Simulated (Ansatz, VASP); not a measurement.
# ScRu3: VASP beside Ansatz

Contents of INCAR:

```
SYSTEM = ScRu3
PREC = Accurate ; ENCUT = 520
EDIFF = 1E-7 ; ISMEAR = 0
SIGMA = 0.1 ; LREAL = .False.
LASPH = .True. ; NELM = 60
ALGO = Fast ; ISIF = 2
LWAVE = .False. ; LCHARG = .False.
GGA = PE ; NBANDS = 34
```

The input KPOINTS:

```
regular mesh
0
Gamma
  4 4 4
  0 0 0
```

File POSCAR:

```
ScRu3
1.0
    2.8368343500     -2.9330050100      0.0000000000
    2.8368343500      2.9330050100      0.0000000000
    0.0000000000      0.0000000000      4.1394699900
Sc Ru
1 3
Direct
    0.0000000000      0.0000000000      0.0000000000
    0.2729306000      0.7270694000      0.5000000000
    0.7270694000      0.2729306000      0.5000000000
    0.0000000000      0.0000000000      0.5000000000
```

Input for Ansatz:

```yaml
crystal:
  lattice:
    - [2.83683435, -2.93300501, 0.0]
    - [2.83683435, 2.93300501, 0.0]
    - [0.0, 0.0, 4.13946999]
  atoms:
    - { symbol: Sc, position: [0.0, 0.0, 0.0] }
    - { symbol: Ru, position: [0.2729306, 0.7270694, 0.5] }
    - { symbol: Ru, position: [0.7270694, 0.2729306, 0.5] }
    - { symbol: Ru, position: [0.0, 0.0, 0.5] }
basis:
  ecutwfc: 420
kpoints:
  mp_grid: { grid: [4, 4, 4] }
hamiltonian:
  xc: pbe
scf:
  occupations: { method: gaussian, width: 0.1 }
  lower_state_search: "off"
output:
  forces: true
  stress: true
  eigenvalues: true
```

Alike in both runs: task single point; functional PBE; k mesh 4 × 4 × 4; occupations gaussian, width 0.1 eV; no spin polarisation.

|  | VASP | Ansatz |
| --- | --- | --- |
| version | VASP 6.6.1 | Ansatz 0.2.0 |
| potentials or method | VASP PAW PBE potentials, release 64 (Sc_sv, Ru_pv), cutoff 520 eV | scalar-relativistic, plane waves, PAW |
| valence electrons in the cell | 53 | 59 |

```tsv
	VASP	Ansatz	Ansatz less VASP
gap on the k mesh at the Fermi level (eV)	none	none	-
rms of the force components (eV/Å)	21.449	24.608	+3.1590
```

Atom by atom the forces differ by 3.159 eV/Å (rms over components). A gap of «none» marks a metal or a gap that the smearing closes. With one functional, cell and mesh, what is left measures potentials, basis and numerics. VASP's potentials hold 53 valence electrons a cell and Ansatz's 59, so a difference there can come from the potentials and not from the codes.

The k mesh is coarse, so the values compare programs but aren't converged.
